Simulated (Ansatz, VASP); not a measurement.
# One calculation of Hf, two programs

```
Hf
1.0
     4.91109    0.00000    0.00000
    -2.45555    4.25313    0.00000
     0.00000    0.00000    3.07138
Hf
3
Direct
  0.00000 0.00000 0.00000
  0.33333 0.66667 0.50000
  0.66667 0.33333 0.50000
```

Alike in both runs: task relaxation of cell and atoms; functional PBEsol; k mesh 12 × 12 × 14; occupations gaussian, width 0.1 eV; no spin polarisation.

|  | VASP | Ansatz |
| --- | --- | --- |
| version | VASP 6.6.1 | Ansatz 0.2.0 |
| potentials or method | VASP PAW PBE potentials, release 64 (Hf_pv), cutoff 600 eV | scalar-relativistic, plane waves, PAW |
| valence electrons in the cell | 30 | 78 |

|  | VASP | Ansatz | Ansatz less VASP |
| --- | --- | --- | --- |
| gap on the k mesh at the Fermi level, each at its own relaxed structure (eV) | none | none | - |
| relaxed volume (Å³/atom) | 21.32 | 21.38 | +0.063 |
| relaxed cell length with the largest relative difference (Å) | 4.914 | 4.919 | +0.0054 |

VASP's potentials were made for PBE, not for PBEsol. A gap of «none» marks a metal or a gap that the smearing closes. VASP's potentials hold 30 valence electrons a cell and Ansatz's 78, so a difference there can come from the potentials and not from the codes.

Spin-orbit coupling is off throughout.
